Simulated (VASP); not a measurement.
Set up this calculation in VASP 6.6.1, as the native input.

- Task: single point
- Functional: PBE
- Potentials or basis: VASP PAW PBE potentials, release 64 (Mg, O)
- Cutoff: 520 eV
- k mesh: 9 × 9 × 6
- Occupations: gaussian, width 0.05 eV
- Spin: no spin polarisation
- Dipole correction: no
- Further INCAR settings: ALGO = Normal; EDIFF = 1e-06; NBANDS = 16

The structure of MgO lies in POSCAR:

```
MgO
1.0
    3.3981675358      0.0000000000      0.0000000000
   -1.6990837679      2.9428994123      0.0000000000
    0.0000000000      0.0000000000      5.2495861087
Mg O
2 2
Direct
    0.3363138326      0.6726276651      0.0063188067
    0.6696471659      0.3392943318      0.5063188067
    0.3288054857      0.6576109715      0.3982811933
    0.6621388191      0.3242776382      0.8982811933
```

This cell differs from its parent crystal: atoms displaced along a vibrational mode, the cell strained.

One way to write it, as run:

INCAR

```
PREC = Accurate
ENCUT = 520
EDIFF = 1E-6
ISMEAR = 0
SIGMA = 0.05
LREAL = F
LASPH = T
NELM = 60
ALGO = Normal
ISIF = 2
LWAVE = F
LCHARG = F
GGA = PE
NBANDS = 16
```

KPOINTS

```
regular mesh
0
Gamma
  9 9 6
```

Potentials or basis: VASP PAW PBE potentials, release 64 (Mg, O).

Run with:

```console
$ cat potpaw_PBE.64/Mg/POTCAR potpaw_PBE.64/O/POTCAR > POTCAR
$ mpirun -np 1 vasp_std > vasp.out
```

It gave:

- Pressure: -7.7 GPa
- Largest force: 0.337 eV/Å
- Band gap on the k mesh: 3.00 eV

Caveat: the cell differs from its parent crystal (atoms displaced along a vibrational mode, the cell strained); the cell stands under tension.

It took 77 s on 1 thread of Intel(R) Xeon(R) Platinum 8259CL CPU @ 2.50GHz (Skylake/Cascade Lake), on a shared host, peak memory 0.25 GiB.
